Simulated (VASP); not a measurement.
A run of VASP 6.6.1 is set up as follows.

Contents of INCAR:

```
SYSTEM = TaGe3Ru
PREC = Accurate
ENCUT = 520
EDIFF = 1E-6
ISMEAR = 0
SIGMA = 0.1
LREAL = .FALSE.
LASPH = .TRUE.
NELM = 60
ALGO = Normal
ISIF = 2
LWAVE = .FALSE.
LCHARG = .FALSE.
GGA = PE
NBANDS = 42
```

The input KPOINTS:

```
regular mesh
0
G
  4 4 4
  0 0 0
```

File POSCAR:

```
TaGe3Ru
1.0
    4.2695177400      0.0000000000      0.0000000000
    0.0000000000      4.2695177400      0.0000000000
    0.0000000000      0.0000000000      4.2695177400
Ta Ge Ru
1 3 1
Direct
    0.0000000000      0.0000000000      0.0000000000
    0.0000000000      0.5000000000      0.5000000000
    0.5000000000      0.0000000000      0.5000000000
    0.5000000000      0.5000000000      0.0000000000
    0.5000000000      0.5000000000      0.5000000000
```

Potentials or basis: VASP PAW PBE potentials, release 64 (Ta_pv, Ge_d, Ru_pv).

Launch:

```console
$ cat potpaw_PBE.64/Ta_pv/POTCAR potpaw_PBE.64/Ge_d/POTCAR potpaw_PBE.64/Ru_pv/POTCAR > POTCAR
$ mpirun -np 1 vasp_std > vasp.out
```

Q: What does it give for the pressure?

A: 54.2 GPa.

Caveat: the k points lie up to 0.37 Å⁻¹ apart.
